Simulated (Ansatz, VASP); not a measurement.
# NaSnCl3: VASP beside Ansatz

INCAR

```
  PREC = Accurate
  ENCUT = 520
  EDIFF = 1E-6
  ISMEAR = 0
  SIGMA = 0.01
  LREAL = F
  LASPH = T
  NELM = 60
  ALGO = Normal
  ISIF = 2
  LWAVE = F
  LCHARG = T
  GGA = PE
  LELF = T
  LVHAR = T
  NBANDS = 29
```

File KPOINTS:

```
regular mesh
0
Gamma
  4 4 4
```

Contents of POSCAR:

```
NaSnCl3
1.0
    5.5614546961      0.0000000000      0.0000000000
    0.0000000000      5.5614546961      0.0000000000
    0.0000000000      0.0000000000      5.5614546961
Na Sn Cl
1 1 3
Direct
    0.0000000000      0.0000000000      0.0000000000
    0.5000000000      0.5000000000      0.5000000000
    0.5000000000      0.5000000000      0.0000000000
    0.5000000000      0.0000000000      0.5000000000
    0.0000000000      0.5000000000      0.5000000000
```

Input for Ansatz:

```yaml
crystal:
  lattice:
    - [5.5614546961, 0.0, 0.0]
    - [0.0, 5.5614546961, 0.0]
    - [0.0, 0.0, 5.5614546961]
  atoms:
    - { symbol: Na, position: [0.0, 0.0, 0.0] }
    - { symbol: Sn, position: [0.5, 0.5, 0.5] }
    - { symbol: Cl, position: [0.5, 0.5, 0.0] }
    - { symbol: Cl, position: [0.5, 0.0, 0.5] }
    - { symbol: Cl, position: [0.0, 0.5, 0.5] }
kpoints:
  mp_grid: { grid: [4, 4, 4] }
hamiltonian:
  xc: pbe
scf:
  occupations: { method: fixed }
  n_extra_bands: 5
output:
  forces: true
  stress: true
  eigenvalues: true
```

Alike in both runs: task single point; functional PBE; k mesh 4 × 4 × 4; no spin polarisation.

```csv
,VASP,Ansatz
version,VASP 6.6.1,Ansatz 0.2.0
potentials or method,"VASP PAW PBE potentials, release 64 (Na_pv, Sn_d, Cl)","plane waves, PAW"
plane-wave cutoff (eV),520,420
occupations,"gaussian, width 0.01 eV",fixed
valence electrons in the cell,42,44
```

|  | VASP | Ansatz | Ansatz less VASP |
| --- | --- | --- | --- |
| gap on the k mesh at the Fermi level (eV) | 0.76 | 0.76 | +0.004 |
| pressure (GPa) | 0.1 | 0.1 | +0.04 |

VASP's potentials hold 42 valence electrons a cell and Ansatz's 44, so a difference there can come from the potentials and not from the codes.
